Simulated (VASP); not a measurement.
# Zn: single point with r2SCAN

The system is Zn.

```xyz
3
Lattice="4.2941 0.0000 0.0000 -2.1470 3.7188 0.0000 0.0000 0.0000 2.6420" Properties=species:S:1:pos:R:3 pbc="T T T"
Zn    4.2941    0.0000    0.0000
Zn    0.0000    2.4792    1.3210
Zn    2.1470    1.2396    1.3210
```

This isn't the form of Zn at room conditions, which is hcp.

```yaml
Program: VASP 6.6.1
Task: single point
Functional: r2SCAN
Potentials_or_basis: VASP PAW PBE potentials, release 64 (Zn)
Cutoff: 520 eV
k_mesh: 10 × 10 × 13
Occupations: fermi-dirac, width 0.1 eV
Spin: no spin polarisation
```

The pressure is 4.1 GPa and the band gap on the k mesh is zero (bands 18 and 19 overlap by 5.24 eV).

Levels at points of the mesh, in eV from the Fermi level:
```
           k point  band 14  band 15  band 16  band 17  band 18  band 19  band 20  band 21  band 22  band 23
(0.00, 0.00, 0.00)    -8.10    -7.64    -7.64     0.57     0.57     0.63     0.63     1.52     1.68    10.26
(0.50, 0.00, 0.00)    -7.76    -7.59    -7.54    -7.29    -3.37    -0.83     9.55     9.61     9.62     9.63
```

Wall time 2.1 min on 1 thread of Intel(R) Xeon(R) Platinum 8488C (Sapphire Rapids) (shared host), peak memory 0.21 GiB.

Caveat: the cell stands under pressure; the PAW data sets were made with another functional, which shifts forces and pressure a little.
